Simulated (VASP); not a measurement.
# NaP6 (P6/mmm) in VASP: further runs

Runs on NaP6. Level: PBE+D3(BJ). Tasks: single point, relaxation of cell and atoms.

Everything below comes from runs of VASP 6.6.1. Logs are shortened: lines on timing, memory, paths and dates and some standing lists are left out, and cuts for length are marked.

### Step 1. The cell of the first run

The structure is hexagonal, space group P6/mmm (No. 191). The conventional cell has a = 6.866 Å, b = 6.866 Å, c = 3.661 Å, α = 90.00°, β = 90.00°, γ = 120.00°. Within 3.9 Å of Na (site symmetry 6/mmm) lie 12 P at 2.96 Å and 2 Na at 3.66 Å. P (site symmetry m2m) has 3 P at 2.21 to 2.33 Å within 2.9 Å.

### Step 2. Single point, PBE+D3(BJ)

File INCAR:

```
SYSTEM = NaP6
PREC     = Accurate       ! precision mode
ENCUT    = 520            ! plane-wave cutoff, eV
EDIFF    = 1E-7           ! SCF threshold, eV
ISMEAR   = 0              ! smearing method
SIGMA    = 0.1            ! smearing width, eV
LREAL    = .False.        ! projectors in reciprocal space
LASPH    = .True.         ! aspherical terms in the spheres
NELM     = 100            ! most SCF steps
ALGO     = Normal         ! electronic algorithm
ISIF     = 2              ! what is computed and relaxed
LWAVE    = .False.        ! write WAVECAR
LCHARG   = .True.         ! write CHGCAR
GGA      = PE             ! functional
IVDW     = 12             ! dispersion correction
LELF     = .True.         ! ELF
LVHAR    = .True.       
NBANDS   = 28             ! bands
```

File KPOINTS:

```
regular mesh
0
Gamma
  6 6 10
  0 0 0
```

File POSCAR:

```
NaP6
1.0
    6.8661143160      0.0000000000      0.0000000000
   -3.4330571580      5.9462294229      0.0000000000
    0.0000000000      0.0000000000      3.6612653652
Na P
1 6
Direct
    0.0000000000      0.0000000000      0.5000000000
    0.6608452567      0.0000000000      0.0000000000
    0.3391547433      0.3391547433      0.0000000000
    0.0000000000      0.6608452567      0.0000000000
    0.3391547433      0.0000000000      0.0000000000
    0.0000000000      0.3391547433      0.0000000000
    0.6608452567      0.6608452567      0.0000000000
```

Potentials or basis: VASP PAW PBE potentials, release 64 (Na_pv, P).

Command:

```console
$ cat potpaw_PBE.64/Na_pv/POTCAR potpaw_PBE.64/P/POTCAR > POTCAR
$ mpirun -np 1 vasp_std > vasp.out
```

OUTCAR:

```text
SYSTEM = NaP6
   PREC = Accurate
   ENCUT = 520
   EDIFF = 1E-7
   ISMEAR = 0
   LREAL = .False.
   LASPH = .True.
   NELM = 100
   ISIF = 2
   GGA = PE
   IVDW = 12
 IVDW          = 12

 ion  position               nearest neighbor table
   1  0.000  0.000  0.500-
   2  0.661  0.000  0.000-   5 2.21   6 2.33   7 2.33
   3  0.339  0.339  0.000-   7 2.21   5 2.33   6 2.33
   4  0.000  0.661  0.000-   6 2.21   5 2.33   7 2.33
   5  0.339  0.000  0.000-   2 2.21   3 2.33   4 2.33
   6  0.000  0.339  0.000-   4 2.21   2 2.33   3 2.33
   7  0.661  0.661  0.000-   3 2.21   2 2.33   4 2.33

  LATTYP: Found a hexagonal cell.
 ALAT       =     6.8661143160
 C/A-ratio  =     0.5332368785

  Lattice vectors:

 A1 = (   6.8661143160,   0.0000000000,   0.0000000000)
 A2 = (  -3.4330571580,   5.9462294229,   0.0000000000)
 A3 = (   0.0000000000,   0.0000000000,   3.6612653652)

Analysis of symmetry for initial positions (statically):
=====================================================================
 Subroutine PRICEL returns:
 Original cell was already a primitive cell.

 Routine SETGRP: Setting up the symmetry group for a
 hexagonal supercell.

 Subroutine GETGRP returns: Found 24 space group operations
 (whereof 24 operations were pure point group operations)
 out of a pool of 24 trial point group operations.

The static configuration has the point symmetry D_6h.

Analysis of symmetry for dynamics (positions and initial velocities):
=====================================================================
 Subroutine PRICEL returns:
 Original cell was already a primitive cell.

 Routine SETGRP: Setting up the symmetry group for a
 hexagonal supercell.

 Subroutine GETGRP returns: Found 24 space group operations
 (whereof 24 operations were pure point group operations)
 out of a pool of 24 trial point group operations.

The dynamic configuration has the point symmetry D_6h.

 Subroutine INISYM returns: Found 24 space group operations
 (whereof 24 operations are pure point group operations),
 and found     1 'primitive' translations

----------------------------------------------------------------------------------------

                                     Primitive cell

  volume of cell :     149.4803

  direct lattice vectors                    reciprocal lattice vectors
     6.866114316  0.000000000  0.000000000     0.145642783  0.084086900  0.000000000
    -3.433057158  5.946229423  0.000000000     0.000000000  0.168173800  0.000000000
     0.000000000  0.000000000  3.661265365     0.000000000  0.000000000  0.273129615

  length of vectors
     6.866114316  6.866114316  3.661265365     0.168173800  0.168173800  0.273129615

  position of ions in fractional coordinates (direct lattice)
     0.000000000  0.000000000  0.500000000
     0.660845257  0.000000000  0.000000000
     0.339154743  0.339154743  0.000000000
     1.000000000  0.660845257  0.000000000
     0.339154743  0.000000000  0.000000000
     1.000000000  0.339154743  0.000000000
     0.660845257  0.660845257  0.000000000

  ion indices of the primitive-cell ions
   primitive index   ion index
                 1           1
                 2           2
                 3           3
                 4           4
                 5           5
                 6           6
                 7           7

----------------------------------------------------------------------------------------

 KPOINTS: regular mesh

Automatic generation of k-mesh.
 Grid dimensions read from file:
 generate k-points for:    6    6   10

 Generating k-lattice:

  Cartesian coordinates                     Fractional coordinates (reciprocal lattice)
     0.024273797  0.014014483  0.000000000     0.166666667 -0.000000000  0.000000000
     0.000000000  0.028028967  0.000000000     0.000000000  0.166666667  0.000000000
     0.000000000  0.000000000  0.027312962     0.000000000  0.000000000  0.100000000

  Length of vectors
     0.028028967  0.028028967  0.027312962

  Shift w.r.t. Gamma in fractional coordinates (k-lattice)
     0.000000000  0.000000000  0.000000000

 Subroutine IBZKPT returns following result:
 ===========================================

 Found     42 irreducible k-points:

 Following reciprocal coordinates:
            Coordinates               Weight
  0.000000  0.000000  0.000000      1.000000
  0.166667  0.000000  0.000000      6.000000
  0.333333 -0.000000  0.000000      6.000000
  0.500000  0.000000  0.000000      3.000000
  0.166667  0.166667  0.000000      6.000000
  0.333333  0.166667  0.000000     12.000000
[... 16 lines left out ...]
  0.166667  0.000000  0.300000     12.000000
  0.333333 -0.000000  0.300000     12.000000
 [... further k-points ...]
   k-points           NKPTS =     42   k-points in BZ     NKDIM =     42   number of bands    NBANDS=     28
   number of dos      NEDOS =    301   number of ions     NIONS =      7
   total plane-waves  NPLWV =  81648
   dimension x,y,z NGX =    54 NGY =   54 NGZ =   28
   dimension x,y,z NGXF=   108 NGYF=  108 NGZF=   56
   ions per type =               1   6
   NGX,Y,Z   is equivalent  to a cutoff of  13.07, 13.07, 12.71 a.u.
   NGXF,Y,Z  is equivalent  to a cutoff of  26.15, 26.15, 25.43 a.u.
 SYSTEM =  NaP6
   PREC   = accura    normal or accurate (medium, high low for compatibility)
   ISTART =      0    job   : 0-new  1-cont  2-samecut
   ICHARG =      2    charge: 1-file 2-atom 10-const
   ISPIN  =      1    spin polarized calculation?
   LNONCOLLINEAR =      F non collinear calculations
   LSORBIT =      F    spin-orbit coupling
   LASPH  =      T    aspherical Exc in radial PAW
   ENCUT  =  520.0 eV  38.22 Ry    6.18 a.u.  12.77 12.77  6.81*2*pi/ulx,y,z
   NELM   =    100;   NELMIN=  2; NELMDL= -5     # of ELM steps
   EDIFF  = 0.1E-06   stopping-criterion for ELM
   LREAL  =      F    real-space projection
   EDIFFG = 0.1E-05   stopping-criterion for IOM
   NSW    =      0    number of steps for IOM
   IBRION =     -1    ionic relax: 0-MD 1-quasi-New 2-CG
   NFREE  =      0    steps in history (QN), initial steepest desc. (CG)
   ISIF   =      2    stress and relaxation
   ISYM   =      2    0-nonsym 1-usesym 2-fastsym
   POTIM  = 0.5000    time-step for ionic-motion
   TEBEG  =    0.0;   TEEND  =   0.0 temperature during run
   PSTRESS=    0.0 pullay stress
   NELECT =      37.0000    total number of electrons
   NUPDOWN=      -1.0000    fix difference up-down
   EMIN   =  10.00;   EMAX   =-10.00  energy-range for DOS
   EFERMI =   0.00;   METHOD = LEGACY
   ISMEAR =     0;   SIGMA  =   0.10  broadening in eV -4-tet -1-fermi 0-gaus
   EFERMI_NEDOS =   21; number of points for ismear=-14 and -15
   IALGO  =     38    algorithm
   IMIX   =      4    mixing-type and parameters
     AMIX     =   0.40;   BMIX     =  1.00
     AMIX_MAG =   1.60;   BMIX_MAG =  1.00
  volume/ion in A,a.u.               =      21.35       144.11
  Fermi-wavevector in a.u.,A,eV,Ry     =   1.027892  1.942434 14.375395  1.056562
  Thomas-Fermi vector in A             =   2.161860
   LORBIT       =      0    0 simple, 1 ext, 2 COOP (PROOUT), +10 PAW based schemes
   GGA     = PE    functional components
   LHFCALC =     F    Hartree Fock is set to
   AEXX    =    0.0000 exact exchange contribution
   IVDW    =    12    specifies the selected vdW correction
   LEPSILON=     F    determine dielectric tensor
   LRPA    =     F    only Hartree local field effects (RPA)
 non-spin polarized calculation
 Gauss-broadening in eV      SIGMA  =   0.10
  energy-cutoff  :      520.00
  volume of cell :      149.48
 maximum number of plane-waves:      4056
 NGX is ok and might be reduce to    54
   NGX = 25   NGY = 25   NGZ = 13

 number of electron      37.0000001 magnetization

 Free energy of the ion-electron system (eV)
  ---------------------------------------------------
  ext. energy  EPLUGINS =         0.00000000
  ---------------------------------------------------
  free energy    TOTEN  =       -30.63605683 eV

  energy without entropy =      -30.61644489  energy(sigma->0) =      -30.62625086

 E-fermi :   4.4364     XC(G=0):  -9.0636

 val. band max:        4.4241114094   @ k =   0.1667   0.1667   0.3000
 cond. band min:       4.4407918617   @ k =   0.1667   0.1667   0.2000
 fundamental gap:      0.0166804524
 Fermi energy:         4.4364440815

 k-point     1 :       0.0000    0.0000    0.0000
  band No.  band energies     occupation
      1     -19.4642      2.00000
      2     -19.4262      2.00000
      3     -19.4262      2.00000
      4      -9.6977      2.00000
      5      -7.0397      2.00000
      6      -7.0397      2.00000
[... 20 lines left out ...]
     27       8.6282      0.00000
     28       8.8644      0.00000

 k-point     2 :       0.1667    0.0000    0.0000
  band No.  band energies     occupation
      1     -19.4642      2.00000
      2     -19.4262      2.00000
      3     -19.4262      2.00000
      4      -9.6019      2.00000
      5      -7.5702      2.00000
      6      -7.4136      2.00000
[... 20 lines left out ...]
     27       9.0207      0.00000
     28       9.4474      0.00000

 k-point     3 :       0.3333   -0.0000    0.0000
  band No.  band energies     occupation
      1     -19.4642      2.00000
      2     -19.4263      2.00000
      3     -19.4263      2.00000
      4      -9.3185      2.00000
      5      -8.2569      2.00000
      6      -7.7212      2.00000
[... 20 lines left out ...]
     27       9.1391      0.00000
     28      10.0013      0.00000

 k-point     4 :       0.5000    0.0000    0.0000
  band No.  band energies     occupation
      1     -19.4642      2.00000
      2     -19.4263      2.00000
      3     -19.4263      2.00000
      4      -8.8796      2.00000
      5      -8.8411      2.00000
      6      -7.8256      2.00000
[... 20 lines left out ...]
     27       8.6033      0.00000
     28       9.1798      0.00000

 k-point     5 :       0.1667    0.1667    0.0000
  band No.  band energies     occupation
      1     -19.4642      2.00000
      2     -19.4263      2.00000
      3     -19.4263      2.00000
      4      -9.4124      2.00000
      5      -7.9190      2.00000
      6      -7.8717      2.00000
[... 20 lines left out ...]
     27       9.4100      0.00000
     28       9.5184      0.00000

 k-point     6 :       0.3333    0.1667    0.0000
  band No.  band energies     occupation
      1     -19.4642      2.00000
      2     -19.4263      2.00000
      3     -19.4263      2.00000
      4      -9.0430      2.00000
      5      -8.5162      2.00000
      6      -8.0798      2.00000
[... 463 lines left out ...]
      5      -8.4983      2.00000
      6      -8.4095      2.00000
[... 20 lines left out ...]
     27       8.5912      0.00000
     28      10.7317      0.00000

 k-point    22 :       0.0000    0.0000    0.3000
  band No.  band energies     occupation
      1     -19.4880      2.00000
      2     -19.4221      2.00000
      3     -19.4221      2.00000
      4      -9.4064      2.00000
      5      -6.7887      2.00000
      6      -6.7887      2.00000
[... 20 lines left out ...]
     27       8.3289      0.00000
     28       8.8741      0.00000

 k-point    23 :       0.1667    0.0000    0.3000
  band No.  band energies     occupation
      1     -19.4880      2.00000
      2     -19.4222      2.00000
      3     -19.4221      2.00000
      4      -9.3127      2.00000
      5      -7.3154      2.00000
      6      -7.1632      2.00000
[... 20 lines left out ...]
     27       8.6931      0.00000
     28       9.7653      0.00000

 k-point    24 :       0.3333   -0.0000    0.3000
  band No.  band energies     occupation
      1     -19.4879      2.00000
      2     -19.4222      2.00000
      3     -19.4222      2.00000
      4      -9.0357      2.00000
      5      -7.9919      2.00000
      6      -7.4714      2.00000
[... 20 lines left out ...]
     27       9.4747      0.00000
     28      10.6681      0.00000

 [... further k-points ...]

------------------------ aborting loop because EDIFF is reached ----------------------------------------

 Edisp (eV)   -2.12912

 E8    (eV) :    -0.8237

  FORCE on cell =-STRESS in cart. coord.  units (eV):
  Direction    XX          YY          ZZ          XY          YZ          ZX
  --------------------------------------------------------------------------------------
  -------------------------------------------------------------------------------------
  Total      -0.16588    -0.16588    -0.02801     0.00000     0.00000     0.00000
  in kB      -1.77794    -1.77794    -0.30027     0.00000     0.00000     0.00000
  external pressure =       -1.29 kB  Pullay stress =        0.00 kB

 VOLUME and BASIS-vectors are now :
 -----------------------------------------------------------------------------
  energy-cutoff  :      520.00
  volume of cell :      149.48
      direct lattice vectors                 reciprocal lattice vectors
     6.866114316  0.000000000  0.000000000     0.145642783  0.084086900  0.000000000
    -3.433057158  5.946229423  0.000000000     0.000000000  0.168173800  0.000000000
     0.000000000  0.000000000  3.661265365     0.000000000  0.000000000  0.273129615

 POSITION                                       TOTAL-FORCE (eV/Angst)
 -----------------------------------------------------------------------------------
      0.00000      0.00000      1.83063        -0.000000     -0.000000      0.000000
      4.53744      0.00000      0.00000        -0.018191     -0.000000      0.000000
      1.16434      2.01669      0.00000         0.009096      0.015754      0.000000
     -2.26872      3.92954      0.00000         0.009096     -0.015754     -0.000000
      2.32868      0.00000      0.00000         0.018191     -0.000000     -0.000000
     -1.16434      2.01669      0.00000        -0.009096      0.015754      0.000000
      2.26872      3.92954      0.00000        -0.009096     -0.015754     -0.000000
 -----------------------------------------------------------------------------------
    total drift:                               -0.000000     -0.000000     -0.000000

  FREE ENERGIE OF THE ION-ELECTRON SYSTEM (eV)
  ---------------------------------------------------
  free  energy   TOTEN  =       -32.7651796574 eV

  energy  without entropy=      -32.7455677193  energy(sigma->0) =      -32.75537369
```

It took 3.2 min on 1 thread of Intel Xeon Platinum 8259CL at 2.50GHz (Skylake/Cascade Lake), shared host; peak memory 0.34 GiB.

What came out:

```yaml
Free_energy: -32.7652 eV
Pressure: -0.1 GPa
Largest_force: 0.018 eV/Å
Dispersion_energy_per_atom: -0.304 eV
```

Forces on the atoms (eV/Å):
```
Na   0.000  0.000  0.000
P   -0.018  0.000  0.000
P    0.009  0.016  0.000
P    0.009 -0.016  0.000
P    0.018  0.000  0.000
P   -0.009  0.016  0.000
P   -0.009 -0.016  0.000
```

Stress tensor (GPa, compression positive):
```
-0.18  0.00  0.00
 0.00 -0.18  0.00
 0.00  0.00 -0.03
```

Caveat: pairwise dispersion overbinds metals, which lowers pressure and volume.

### Step 3. Relaxation of cell and atoms, PBE+D3(BJ)

This run uses another cell than the first one, of 21.64 Å³/atom, 1.013 times its volume.

File INCAR:

```
PREC     = Accurate       # precision mode
ENCUT    = 600            # plane-wave cutoff, eV
EDIFF    = 1E-7           # SCF threshold, eV
ISMEAR   = 0              # smearing method
SIGMA    = 0.1            # smearing width, eV
LREAL    = False          # projectors in reciprocal space
LASPH    = True           # aspherical terms in the spheres
NELM     = 100            # most SCF steps
ALGO     = Normal         # electronic algorithm
ISIF     = 3              # what is computed and relaxed
LWAVE    = False          # write WAVECAR
LCHARG   = False          # write CHGCAR
GGA      = PE             # functional
IVDW     = 12             # dispersion correction
IBRION   = 2              # ionic algorithm
NSW      = 100            # ionic steps
EDIFFG   = -0.01          # ionic threshold
```

File KPOINTS:

```
Automatic mesh
0
Gamma
  6 6 10
```

File POSCAR:

```
NaP6
1.0
    6.7875851001      0.0000000000      0.0000000000
   -3.3937925500      5.8782211270      0.0000000000
    0.0000000000      0.0000000000      3.7958904641
Na P
1 6
Direct
    0.0000000000      0.0000000000      0.5000000000
    0.6641514685      0.0000000000      0.0000000000
    0.3358485315      0.3358485315      0.0000000000
    0.0000000000      0.6641514685      0.0000000000
    0.3358485315      0.0000000000      0.0000000000
    0.0000000000      0.3358485315      0.0000000000
    0.6641514685      0.6641514685      0.0000000000
```

Potentials or basis: VASP PAW PBE potentials, release 64 (Na_pv, P).

Command:

```console
$ cat potpaw_PBE.64/Na_pv/POTCAR potpaw_PBE.64/P/POTCAR > POTCAR
$ mpirun -np 1 vasp_std > vasp.out
```

It took 18 min on 1 thread of Intel Xeon Platinum 8259CL at 2.50GHz (Skylake/Cascade Lake), shared host; peak memory 0.37 GiB.

It converged, with:

```
Free energy                            : -32.7662 eV
Relaxed volume                         : 21.30 Å³/atom
Relaxed cell                           : a = 6.864 Å, b = 6.864 Å, c = 3.654 Å, α = 90.00°, β = 90.00°, γ = 120.00°
Space group after relaxing (to 0.05 Å) : P6/mmm (No. 191)
Energy gained by relaxing              : 3.6 meV/atom
Ionic steps                            : 11
Pressure after relaxing                : 0.0 GPa
Largest force after relaxing           : 0.009 eV/Å
Dispersion energy per atom             : -0.305 eV
```

Forces on the atoms (eV/Å):
```
Na   0.000  0.000  0.000
P    0.009  0.000  0.000
P   -0.005 -0.008  0.000
P   -0.005  0.008  0.000
P   -0.009  0.000  0.000
P    0.005 -0.008  0.000
P    0.005  0.008  0.000
```

The path:
```
step  energy change (eV)  largest force (eV/Å)  pressure (GPa)  volume (Å³)
   1              0.0000                0.0595            1.01       151.45
   2             -0.0136                0.0565           -0.46       154.44
   3             -0.0143                0.0563           -0.19       153.87
   4             -0.0162                0.0458           -0.17       153.47
   5             -0.0204                0.0127           -0.09       152.27
   6             -0.0228                0.0583            0.19       149.87
   7             -0.0239                0.0479            0.04       149.74
   8             -0.0241                0.0394           -0.09       149.61
   9             -0.0242                0.0403           -0.07       149.62
  10             -0.0245                0.0323           -0.06       149.49
  11             -0.0251                0.0092            0.00       149.09
```

Final structure:
```
CELL_PARAMETERS angstrom
6.86431 0.00000 0.00000
-3.43216 5.94467 0.00000
0.00000 0.00000 3.65360
ATOMIC_POSITIONS crystal
Na 0.00000 0.00000 0.50000
P 0.66010 0.00000 0.00000
P 0.33990 0.33990 0.00000
P 0.00000 0.66010 0.00000
P 0.33990 0.00000 0.00000
P 0.00000 0.33990 0.00000
P 0.66010 0.66010 0.00000
```

Levels at points of the mesh, in eV from the Fermi level:
```tsv
k point	band 15	band 16	band 17	band 18	band 19	band 20	band 21	band 22
(0.00, 0.00, 0.00)	-0.10	-0.10	0.09	0.09	0.71	0.71	1.98	1.98
(0.50, 0.00, 0.00)	-1.65	-0.85	-0.72	-0.64	0.89	0.89	0.99	2.19
(0.00, 0.00, 0.50)	-2.69	-2.69	-2.58	-2.58	1.06	1.06	2.22	2.48
(0.50, 0.00, 0.50)	-3.53	-1.85	-1.33	-0.30	-0.21	-0.16	-0.10	1.48
```

Caveat: pairwise dispersion overbinds metals, which lowers pressure and volume.

[end of part 1 of 2]
